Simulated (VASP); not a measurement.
B, 1 atom in the cell. The structure is orthorhombic, space group Pmmm (No. 47). The conventional cell has a = 1.789 Å, b = 1.803 Å, c = 2.808 Å, α = 90.00°, β = 90.00°, γ = 90.00°. Within 2.4 Å of B (site symmetry mmm) lie 4 B at 1.79 to 1.80 Å. 

* Program: VASP 6.6.1
* Task: single point
* Functional: PBE
* Potentials or basis: VASP PAW PBE potentials, release 64 (B)
* Cutoff: 500 eV
* k mesh: 10 × 10 × 6
* Occupations: gaussian, width 0.1 eV
* Spin: no spin polarisation
* Dipole correction: no
* Further INCAR settings: ALGO = Normal; EDIFF = 1e-06; NBANDS = 8

Potentials or basis: VASP PAW PBE potentials, release 64 (B).

Command:

```bash
$ cat potpaw_PBE.64/B/POTCAR > POTCAR
$ mpirun -np 1 vasp_std > vasp.out
```

Hardware: 1 thread of Intel(R) Xeon(R) Platinum 8259CL CPU @ 2.50GHz (Skylake/Cascade Lake), with other jobs on the host.

Q: Estimate the wall time of this run.

A: Wall time 8 s on 1 thread of Intel(R) Xeon(R) Platinum 8259CL CPU @ 2.50GHz (Skylake/Cascade Lake), on a shared host, peak memory 0.11 GiB. Counts: scf iterations 10, k points 144.
